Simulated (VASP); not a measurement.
Zn8O7 (a cell with a defect), 15 atoms in the cell. The cell holds a defect, 15 atoms: a = 6.440 Å, b = 5.577 Å, c = 5.200 Å, α = 90.00°, β = 90.00°, γ = 90.00°. 

```yaml
Program: VASP 6.6.1
Task: single point
Functional: PBEsol
Potentials_or_basis: VASP PAW PBE potentials, release 64 (Zn, O)
Cutoff: 520 eV
k_mesh: 2 × 3 × 3
Occupations: fermi-dirac, width 0.05 eV
Spin: no spin polarisation
Dipole_correction: no
Further_INCAR_settings: LREAL = Auto; ALGO = Normal; EDIFF = 1e-07; NBANDS = 82
```

Potentials or basis: VASP PAW PBE potentials, release 64 (Zn, O).

The run is started by

```console
$ cat potpaw_PBE.64/Zn/POTCAR potpaw_PBE.64/O/POTCAR > POTCAR
$ mpirun -np 1 vasp_std > vasp.out
```

Hardware: 1 thread of Intel Xeon 8259CL, with other jobs on the host.

Task: How long does it take, and how much memory?

Result: Wall time 6.5 min on 1 thread of Intel Xeon 8259CL (shared host), peak memory 0.32 GiB. Counts: scf iterations 20, k points 10.
